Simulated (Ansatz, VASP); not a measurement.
## One calculation of BaTiO3, two programs

Contents of INCAR:

```
SYSTEM = BaTiO3
PREC     = Accurate       ! precision mode
ENCUT    = 520            ! plane-wave cutoff, eV
EDIFF    = 1E-6           ! SCF threshold, eV
ISMEAR   = 0              ! smearing method
SIGMA    = 0.05           ! smearing width, eV
LREAL    = .FALSE.        ! projectors in reciprocal space
LASPH    = .TRUE.         ! aspherical terms in the spheres
NELM     = 80             ! most SCF steps
ALGO     = Normal         ! electronic algorithm
ISIF     = 2              ! what is computed and relaxed
LWAVE    = .FALSE.        ! write WAVECAR
LCHARG   = .FALSE.        ! write CHGCAR
GGA      = PE             ! functional
NBANDS   = 28             ! bands
```

The input KPOINTS:

```
regular mesh
0
G
  8 8 8
  0 0 0
```

File POSCAR:

```
BaTiO3
1.0
    3.6826626998      0.0000000000      0.0000000000
    0.0000000000      3.6826626998      0.0000000000
    0.0000000000      0.0000000000      4.7875204225
Ba Ti O
1 1 3
Direct
    0.0000000000      0.0000000000      0.0000000000
    0.5000000000      0.5000000000      0.5000000000
    0.5000000000      0.5000000000      0.0000000000
    0.5000000000      0.0000000000      0.5000000000
    0.0000000000      0.5000000000      0.5000000000
```

Input for Ansatz:

```yaml
crystal:
  lattice:
    - [3.6826626998, 0.0, 0.0]
    - [0.0, 3.6826626998, 0.0]
    - [0.0, 0.0, 4.7875204225]
  atoms:
    - { symbol: Ba, position: [0.0, 0.0, 0.0] }
    - { symbol: Ti, position: [0.5, 0.5, 0.5] }
    - { symbol: O, position: [0.5, 0.5, 0.0] }
    - { symbol: O, position: [0.5, 0.0, 0.5] }
    - { symbol: O, position: [0.0, 0.5, 0.5] }
basis:
  ecutwfc: 420
kpoints:
  mp_grid: { grid: [8, 8, 8] }
hamiltonian:
  xc: pbe
scf:
  occupations: { method: gaussian, width: 0.05 }
output:
  forces: true
  stress: true
  eigenvalues: true
```

Alike in both runs: task single point; functional PBE; k mesh 8 × 8 × 8; occupations gaussian, width 0.05 eV; no spin polarisation.

|  | VASP | Ansatz |
| --- | --- | --- |
| version | VASP 6.6.1 | Ansatz 0.2.0 |
| potentials or method | VASP PAW PBE potentials, release 64 (Ba_sv, Ti_sv, O), cutoff 520 eV | scalar-relativistic, plane waves, PAW |
| valence electrons in the cell | 40 | 40 |

```tsv
	VASP	Ansatz	Ansatz less VASP
gap on the k mesh at the Fermi level (eV)	1.26	1.34	+0.080
least direct gap on the mesh (eV)	1.63	1.73	+0.095
pressure (GPa)	17.8	15.8	-2.03
traceless stress, the component that is largest in VASP (GPa)	-30.66	-29.16	+1.496
```

With one functional, cell and mesh, what is left measures potentials, basis and numerics.

Spin-orbit coupling is off throughout.
